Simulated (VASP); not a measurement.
Runs of VASP 6.6.1 on Sb. The structure is that of space group I4/mmm (No. 139), or close to it. The cells are those of the table. 

```tsv
cell	gap on the mesh (eV)	pressure (GPa)
a = 3.367 Å, angles 112.5, 103.6, 112.5°, 1 atom	none	-6.0
a = 3.088 Å, angles 105.4, 118.0, 105.4°, 1 atom	none	(a)
a = 3.411 Å, angles 113.5, 101.8, 113.5°, 1 atom	none	-7.1
a = 3.162 Å, angles 107.4, 113.6, 107.4°, 1 atom	none	5.4
```

Alike in all rows: task single point; level PBE+D3(BJ); potentials or basis VASP PAW PBE potentials, release 64 (Sb); no spin polarisation; k mesh 18 × 18 × 18; cutoff (eV) 520; smearing gaussian 0.15 eV.

Task: Fill in the values left out.

Result: (a) 15.7.

Caveats: spin-orbit coupling is left out, which moves the levels of the heavy elements; pairwise dispersion overbinds metals, which lowers pressure and volume.

A k mesh can miss the band edges, and the runs leave out spin-orbit coupling on Sb.

A gap of «none» marks levels without a gap at the run's occupations.
